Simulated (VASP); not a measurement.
Runs of VASP 6.6.1 on AlN. The structure is hexagonal, space group P6_3mc (No. 186). Conventional cell: a = 3.107 Å, b = 3.107 Å, c = 4.979 Å, α = 90.00°, β = 90.00°, γ = 120.00°. Within 2.5 Å of Al (site symmetry 3m) lie 4 N at 1.89 to 1.90 Å. N (site symmetry 3m) has 4 Al at 1.89 to 1.90 Å within 2.5 Å. 

```tsv
level	potentials or basis	k mesh	grid for exact exchange (PRECFOCK)	screening parameter	gap on the mesh (eV)	pressure (GPa)	largest force (eV/Å)
HSE06	VASP PAW PBE potentials, release 64 (Al, N)	6 × 6 × 4	Normal	0.2079 1/Å	(b)	-0.8	0.01
PBE	VASP PAW PBE potentials, release 64 (Al, N)	9 × 9 × 4	-	-	4.24	4.4	0.01
r2SCAN	VASP PAW PBE potentials, release 64 (Al, N)	6 × 6 × 4	-	-	4.92	-0.4	-
LDA	VASP PAW LDA potentials, release 64 (Al, N)	6 × 6 × 4	-	-	(a)	-3.2	-
PBE	VASP PAW PBE potentials, release 64 (Al, N)	6 × 6 × 4	-	-	4.24	4.4	0.01
```

Alike in all rows: task single point; no spin polarisation; cell as given; cutoff (eV) 520; smearing gaussian 0.01 eV.

Estimate the missing entries.

(a) 4.27; (b) 5.59.

Caveats: the PAW data sets were made with another functional, which shifts forces and pressure a little (some runs).

